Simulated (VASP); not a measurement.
Runs of VASP 6.6.1 on Se. The structure is that of space group Im-3m (No. 229), or close to it. The cells are those of the table. 

```csv
cell,k mesh,gap on the mesh (eV),pressure (GPa)
"a = 2.863 Å, angles 109.5°, 1 atom",18 × 18 × 18,none,(b)
"a = 2.894 Å, angles 109.5°, 1 atom",18 × 18 × 18,none,3.0
"a = 2.952 Å, angles 109.5°, 1 atom",18 × 18 × 18,none,-2.3
"a = 2.950 Å, angles 109.5°, 1 atom",8 × 8 × 8,none,-2.6
"a = 2.923 Å, angles 109.5°, 1 atom",18 × 18 × 18,none,(a)
"a = 2.980 Å, angles 109.5°, 1 atom",18 × 18 × 18,none,-4.3
```

Alike in all rows: task single point; level PBEsol; potentials or basis VASP PAW PBE potentials, release 64 (Se); no spin polarisation; cutoff (eV) 520; smearing gaussian 0.1 eV.

**Question.** Fill in the values left out.

**Answer.** (a) 0.1; (b) 6.4.

Caveats: the PAW data sets were made with another functional, which shifts forces and pressure a little.

A k mesh can miss the band edges, and the runs leave out spin-orbit coupling on Se.

A gap of «none» marks levels without a gap at the run's occupations.
